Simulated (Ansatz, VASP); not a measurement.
## Two plane-wave programs on Rb

INCAR

```
SYSTEM = Rb
ALGO = Fast ; EDIFF = 1E-6
ENCUT = 520 ; GGA = CA
ISIF = 2 ; ISMEAR = 0
LASPH = .True. ; LCHARG = .False.
LREAL = .False. ; LWAVE = .False.
NBANDS = 10 ; NELM = 80
PREC = Accurate ; SIGMA = 0.15
```

KPOINTS

```
k-points
0
Gamma
  12 12 12
  0 0 0
```

POSCAR

```
Rb
1.0
   -2.6469007619      2.6469007619      2.6940465770
    2.6469007619     -2.6469007619      2.6940465770
    2.4583175015      2.4583175015     -2.6940465770
Rb
1
Direct
    0.0000000000      0.0000000000      0.0000000000
```

Input for Ansatz:

```yaml
crystal:
  lattice:
    - [-2.6469007619, 2.6469007619, 2.694046577]
    - [2.6469007619, -2.6469007619, 2.694046577]
    - [2.4583175015, 2.4583175015, -2.694046577]
  atoms:
    - { symbol: Rb, position: [0.0, 0.0, 0.0] }
basis:
  ecutwfc: 420
kpoints:
  mp_grid: { grid: [12, 12, 12] }
hamiltonian:
  xc: lda
scf:
  occupations: { method: gaussian, width: 0.15 }
output:
  forces: true
  stress: true
  eigenvalues: true
```

Change from the starting cell: engineering shear strain xy -0.0700, equal normal strain along x and y -0.0525.

Alike in both runs: task single point; functional LDA; k mesh 12 × 12 × 12; occupations gaussian, width 0.15 eV; no spin polarisation.

|  | VASP | Ansatz |
| --- | --- | --- |
| version | VASP 6.6.1 | Ansatz 0.2.0 |
| potentials or method | VASP PAW LDA potentials, release 64 (Rb_sv), cutoff 520 eV | scalar-relativistic, plane waves, PAW |
| valence electrons in the cell | 9 | 9 |

VASP gave:

| Quantity | Value |
| --- | --- |
| gap on the k mesh at the Fermi level (eV) | none |
| pressure (GPa) | 0.5 |
| traceless stress, the component that is largest in VASP (GPa) | 0.17 |

Q: Which values does Ansatz return?

A: gap on the k mesh at the Fermi level (eV): none; pressure (GPa): 0.4; traceless stress, the component that is largest in VASP (GPa): 0.17.

LDA's correlation is that of Perdew and Zunger in VASP and of Perdew and Wang (1992) in Ansatz. A gap of «none» marks a metal or a gap that the smearing closes.
